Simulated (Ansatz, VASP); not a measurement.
# Two plane-wave programs on Al

```xyz
1
Lattice="0.0000 2.0645 2.0645 2.0645 0.0000 2.0645 2.0645 2.0645 0.0000" Properties=species:S:1:pos:R:3 pbc="T T T"
Al    0.0000    0.0000    0.0000
```

Alike in both runs: task single point; functional LDA; k mesh 11 × 11 × 11; occupations fermi-dirac, width 0.05 eV; no spin polarisation.

|  | VASP | Ansatz |
| --- | --- | --- |
| version | VASP 6.6.1 | Ansatz 0.2.0 |
| potentials or method | VASP PAW LDA potentials, release 64 (Al) | JTH PAW LDA |
| plane-wave cutoff (eV) | 520 | 570 |
| valence electrons in the cell | 3 | 3 |

|  | VASP | Ansatz | Ansatz less VASP |
| --- | --- | --- | --- |
| gap on the k mesh at the Fermi level (eV) | none | none | - |
| pressure (GPa) | -7.1 | -7.2 | -0.11 |

LDA's correlation is that of Perdew and Zunger in VASP and of Perdew and Wang (1992) in Ansatz. A gap of «none» marks a metal or a gap that the smearing closes.
